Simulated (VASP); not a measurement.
Write the native input for VASP 6.6.1 that does the following.

```yaml
Task: relaxation of cell and atoms
Functional: PBE
Potentials_or_basis: VASP PAW PBE potentials, release 64 (K_sv, F)
Cutoff: 600 eV
k_mesh: 8 × 8 × 8
Occupations: gaussian, width 0.02 eV
Spin: no spin polarisation
Dipole_correction: no
Further_INCAR_settings: ALGO = Normal; EDIFF = 1e-07; IBRION = 2; EDIFFG = -0.01; NSW = 100; ISIF = 3
```

The structure of KF lies in POSCAR:

```
KF
1.0
    0.0000000000      2.6544134050      2.6544134050
    2.6544134050      0.0000000000      2.6544134050
    2.6544134050      2.6544134050      0.0000000000
K F
1 1
Direct
    0.0000000000      0.0000000000      0.0000000000
    0.5000000000      0.5000000000      0.5000000000
```

One way to write it, as run:

INCAR

```
PREC = Accurate
ENCUT = 600
EDIFF = 1E-7
ISMEAR = 0
SIGMA = 0.02
LREAL = False
LASPH = True
NELM = 100
ALGO = Normal
ISIF = 3
LWAVE = False
LCHARG = False
GGA = PE
IBRION = 2
NSW = 100
EDIFFG = -0.01
```

KPOINTS

```
Automatic mesh
0
Gamma
  8 8 8
```

Potentials or basis: VASP PAW PBE potentials, release 64 (K_sv, F).

Command:

```console
$ cat potpaw_PBE.64/K_sv/POTCAR potpaw_PBE.64/F/POTCAR > POTCAR
$ mpirun -np 1 vasp_std > vasp.out
```

Results of the run:

```yaml
Relaxed_volume: 19.95 Å³/atom
Relaxed_cell: a = 3.836 Å, b = 3.836 Å, c = 3.836 Å, α = 60.00°, β = 60.00°, γ = 60.00°
Space_group_after_relaxing_to_0.1_Å: Fm-3m (No. 225)
Energy_gained_by_relaxing: 7.6 meV/atom
Ionic_steps: 3
Pressure_after_relaxing: 0.0 GPa
Band_gap_on_the_k_mesh: 5.94 eV
```

It took 24 s on 1 thread of Intel(R) Xeon(R) Platinum 8488C (Sapphire Rapids) (shared host), peak memory 0.18 GiB.
